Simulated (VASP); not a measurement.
# ZrB (Fm-3m) in VASP: settings compared, part 2 of 2

VASP 6.6.1. The steps go on from the part before.

## (6) Single point, PBE, non-collinear spin, zero start, spin-orbit coupling

This run uses another cell than the first one, of 12.57 Å³/atom, 0.876 times its volume.

Input file INCAR:

```
PREC = Accurate
ENCUT = 520
EDIFF = 1E-6
ISMEAR = 0
SIGMA = 0.05
LREAL = False
LASPH = True
NELM = 150
ALGO = Normal
ISIF = 2
LWAVE = False
LCHARG = True
MAGMOM = 0 0 0 0 0 0
LORBIT = 11
LSORBIT = True
GGA_COMPAT = False
LORBMOM = True
LMAXMIX = 4
GGA = PE
LVHAR = True
NBANDS = 27
```

Input file KPOINTS:

```
Automatic mesh
0
Gamma
  10 10 10
```

Input file POSCAR:

```
ZrB
1.0
    0.0000000000      2.3250000000      2.3250000000
    2.3250000000      0.0000000000      2.3250000000
    2.3250000000      2.3250000000      0.0000000000
Zr B
1 1
Direct
    0.0000000000      0.0000000000      0.0000000000
    0.5000000000      0.5000000000      0.5000000000
```

Potentials or basis: VASP PAW PBE potentials, release 64 (Zr_sv, B).

Started as:

```console
cat potpaw_PBE.64/Zr_sv/POTCAR potpaw_PBE.64/B/POTCAR > POTCAR
mpirun -np 1 vasp_ncl > vasp.out
```

OUTCAR:

```text
PREC = Accurate
   ENCUT = 520
   EDIFF = 1E-6
   ISMEAR = 0
   LREAL = False
   LASPH = True
   NELM = 150
   ISIF = 2
   LORBIT = 11
   LSORBIT = True
   GGA = PE

 ion  position               nearest neighbor table
   1  0.000  0.000  0.000-   2 2.33   2 2.33   2 2.33   2 2.33   2 2.33   2 2.33
   2  0.500  0.500  0.500-   1 2.33   1 2.33   1 2.33   1 2.33   1 2.33   1 2.33

  LATTYP: Found a face centered cubic cell.
 ALAT       =     4.6500000000

  Lattice vectors:

 A1 = (   0.0000000000,   2.3250000000,   2.3250000000)
 A2 = (   2.3250000000,   0.0000000000,   2.3250000000)
 A3 = (   2.3250000000,   2.3250000000,   0.0000000000)

Analysis of symmetry for initial positions (statically):
=====================================================================
 Subroutine PRICEL returns:
 Original cell was already a primitive cell.

 Routine SETGRP: Setting up the symmetry group for a
 face centered cubic supercell.

 Subroutine GETGRP returns: Found 48 space group operations
 (whereof 48 operations were pure point group operations)
 out of a pool of 48 trial point group operations.

The static configuration has the point symmetry O_h .

Analysis of symmetry for dynamics (positions and initial velocities):
=====================================================================
 Subroutine PRICEL returns:
 Original cell was already a primitive cell.

 Routine SETGRP: Setting up the symmetry group for a
 face centered cubic supercell.

 Subroutine GETGRP returns: Found 48 space group operations
 (whereof 48 operations were pure point group operations)
 out of a pool of 48 trial point group operations.

The dynamic configuration has the point symmetry O_h .

Analysis of structural, dynamic, and magnetic symmetry:
=====================================================================
 Subroutine PRICEL returns:
 Original cell was already a primitive cell.

 Routine SETGRP: Setting up the symmetry group for a
 face centered cubic supercell.

 Subroutine GETGRP returns: Found 48 space group operations
[... 930 lines left out ...]
  1         0.000  -0.000  -0.000
  2         0.000   0.000   0.000
 ----------------------------------------
            0.000  -0.000  -0.000

 orbital moment (z)

 # of ion     p       d       tot
 ----------------------------------------
  1         0.000   0.000   0.000
  2         0.000   0.000   0.000
 ----------------------------------------
            0.000   0.000   0.000

 Spin-Orbit-Coupling matrix elements

 Ion:    1  E_soc:     -0.1440744
 l=   1
     0.0000000    -0.0233851    -0.0233851
    -0.0233851     0.0000000    -0.0233851
    -0.0233851    -0.0233851     0.0000000
 l=   2
     0.0000000    -0.0001465     0.0000000    -0.0001465    -0.0004808
    -0.0001465     0.0000000    -0.0003606    -0.0001465    -0.0001202
     0.0000000    -0.0003606     0.0000000    -0.0003606     0.0000000
    -0.0001465    -0.0001465    -0.0003606     0.0000000    -0.0001202
    -0.0004808    -0.0001202     0.0000000    -0.0001202     0.0000000
 l=   3
     0.0000000     0.0000000     0.0000000     0.0000000     0.0000000     0.0000000     0.0000000
     0.0000000     0.0000000     0.0000000     0.0000000     0.0000000     0.0000000     0.0000000
     0.0000000     0.0000000     0.0000000     0.0000000     0.0000000     0.0000000     0.0000000
     0.0000000     0.0000000     0.0000000     0.0000000     0.0000000     0.0000000     0.0000000
     0.0000000     0.0000000     0.0000000     0.0000000     0.0000000     0.0000000     0.0000000
     0.0000000     0.0000000     0.0000000     0.0000000     0.0000000     0.0000000     0.0000000
     0.0000000     0.0000000     0.0000000     0.0000000     0.0000000     0.0000000     0.0000000

 Ion:    2  E_soc:      0.0000164
 l=   1
     0.0000000     0.0000027     0.0000027
     0.0000027     0.0000000     0.0000027
     0.0000027     0.0000027     0.0000000
 l=   2
     0.0000000     0.0000000     0.0000000     0.0000000     0.0000000
     0.0000000     0.0000000     0.0000000     0.0000000     0.0000000
     0.0000000     0.0000000     0.0000000     0.0000000     0.0000000
     0.0000000     0.0000000     0.0000000     0.0000000     0.0000000
     0.0000000     0.0000000     0.0000000     0.0000000     0.0000000
 l=   3
     0.0000000     0.0000000     0.0000000     0.0000000     0.0000000     0.0000000     0.0000000
     0.0000000     0.0000000     0.0000000     0.0000000     0.0000000     0.0000000     0.0000000
     0.0000000     0.0000000     0.0000000     0.0000000     0.0000000     0.0000000     0.0000000
     0.0000000     0.0000000     0.0000000     0.0000000     0.0000000     0.0000000     0.0000000
     0.0000000     0.0000000     0.0000000     0.0000000     0.0000000     0.0000000     0.0000000
     0.0000000     0.0000000     0.0000000     0.0000000     0.0000000     0.0000000     0.0000000
     0.0000000     0.0000000     0.0000000     0.0000000     0.0000000     0.0000000     0.0000000

 total charge

# of ion       s       p       d       tot
------------------------------------------
    1        2.210   6.049   1.849  10.107
    2        0.810   1.106   0.000   1.916
--------------------------------------------------
tot          3.020   7.154   1.849  12.023

 magnetization (x)

# of ion       s       p       d       tot
------------------------------------------
    1        0.000  -0.000   0.000   0.000
    2        0.000  -0.000   0.000   0.000
--------------------------------------------------
tot          0.000  -0.000   0.000   0.000

 magnetization (y)

# of ion       s       p       d       tot
------------------------------------------
    1        0.000   0.000   0.000   0.000
    2        0.000   0.000   0.000   0.000
--------------------------------------------------
tot          0.000   0.000   0.000   0.000

 magnetization (z)

# of ion       s       p       d       tot
------------------------------------------
    1       -0.000   0.000   0.000   0.000
    2        0.000  -0.000   0.000   0.000
--------------------------------------------------
tot          0.000   0.000   0.000   0.000
```

OSZICAR:

```text
N       E                     dE             d eps       ncg     rms          rms(c)
DAV:   1     0.120656390888E+03    0.12066E+03   -0.78333E+03  2538   0.112E+03
DAV:   2    -0.933820283674E+01   -0.12999E+03   -0.12380E+03  2954   0.327E+02
DAV:   3    -0.172345295042E+02   -0.78963E+01   -0.77624E+01  4430   0.631E+01
DAV:   4    -0.173990784452E+02   -0.16455E+00   -0.16348E+00  3099   0.818E+00
DAV:   5    -0.174019889906E+02   -0.29105E-02   -0.29103E-02  3635   0.856E-01    0.241E+01
DAV:   6    -0.156511156444E+02    0.17509E+01   -0.28324E+00  2849   0.148E+01    0.897E+00
DAV:   7    -0.156503177771E+02    0.79787E-03   -0.45222E-01  3704   0.420E+00    0.370E+00
DAV:   8    -0.156555825160E+02   -0.52647E-02   -0.33783E-02  3030   0.170E+00    0.395E-01
DAV:   9    -0.156548580373E+02    0.72448E-03   -0.24556E-03  3183   0.377E-01    0.267E-01
DAV:  10    -0.156549054384E+02   -0.47401E-04   -0.14026E-04  3324   0.103E-01    0.966E-02
DAV:  11    -0.156549436067E+02   -0.38168E-04   -0.11584E-04  2740   0.130E-01    0.113E-02
DAV:  12    -0.156549440275E+02   -0.42084E-06   -0.55555E-06  3518   0.203E-02
   1 F= -.15654944E+02 E0= -.15654055E+02  d E =-.177733E-02  mag=     0.0000     0.0000    -0.0000
```

stdout:

```text
POSCAR found type information on POSCAR ZrB
 POSCAR found :  2 types and       2 ions
 scaLAPACK will be used
 LDA part: xc-table for (Slater+PW92), standard interpolation
 POSCAR, INCAR and KPOINTS ok, starting setup
 FFT: planning ... GRIDC
 FFT: planning ... GRID_SOFT
 FFT: planning ... GRID
 WAVECAR not read
 entering main loop
```

It took 20 s on 1 thread of Intel Xeon 6975P-C (Granite Rapids), shared host; peak memory 0.22 GiB.

Results:

- Free energy: -15.6549 eV
- Pressure: 34.6 GPa
- Net moment: 0.00 μB per cell
- Valence electrons inside the program's atomic spheres: Zr 10.11; B 1.92

Moments on the atoms (μB; x, y, z):
```
Zr  0.00 0.00 0.00
B   0.00 0.00 0.00
```

## (7) The runs side by side

| level | spin | cell | smearing | gap on the mesh (eV) | pressure (GPa) |
| --- | --- | --- | --- | --- | --- |
| PBE+D3(BJ) | off | a = 3.436 Å, angles 60.0°, 2 atoms | fermi-dirac 0.05 eV | none | 0.1 |
| PBE+D4 | off | a = 3.444 Å, angles 60.0°, 2 atoms | fermi-dirac 0.05 eV | none | 0.1 |
| PBE | off | a = 3.288 Å, angles 60.0°, 2 atoms | gaussian 0.011 eV | none | 34.6 |
| PBE | off | a = 3.467 Å, angles 60.0°, 2 atoms | fermi-dirac 0.05 eV | none | 0.1 |
| PBE | non-collinear, zero start, SOC | a = 3.288 Å, angles 60.0°, 2 atoms | gaussian 0.05 eV | - | 34.6 |

Alike in all rows: task single point; potentials or basis VASP PAW PBE potentials, release 64 (Zr_sv, B); k mesh 10 × 10 × 10; cutoff (eV) 520.

Caveats: pairwise dispersion overbinds metals, which lowers pressure and volume (some runs).

Absolute energies hang on the potentials; compare differences alone.
